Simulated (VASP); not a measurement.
Ni:

```
Ni
1.0
     0.00000    1.76380    1.76380
     1.76380    0.00000    1.76380
     1.76380    1.76380    0.00000
Ni
1
Direct
  0.00000 0.00000 0.00000
```

Base run:

```yaml
Program: VASP 6.6.1
Functional: PBE
Potentials_or_basis: VASP PAW PBE potentials, release 64 (Ni)
Cutoff: 600 eV
k_mesh: 14 × 14 × 14
Occupations: fermi-dirac, width 0.0005 eV
Spin: collinear spin, ferromagnetic start
Starting_moments: "[2.0] μB"
```

Its results: pressure -2.0 GPa; net moment 0.59 μB per cell; site moments Ni +0.60 μB.

**Question.** The run is repeated on the same cell with these changes: occupations from fermi-dirac, width 0.0005 eV to fermi-dirac, width 0.1 eV. What comes out?

**Answer.** Pressure -1.2 GPa; net moment 0.60 μB per cell; site moments Ni +0.61 μB.
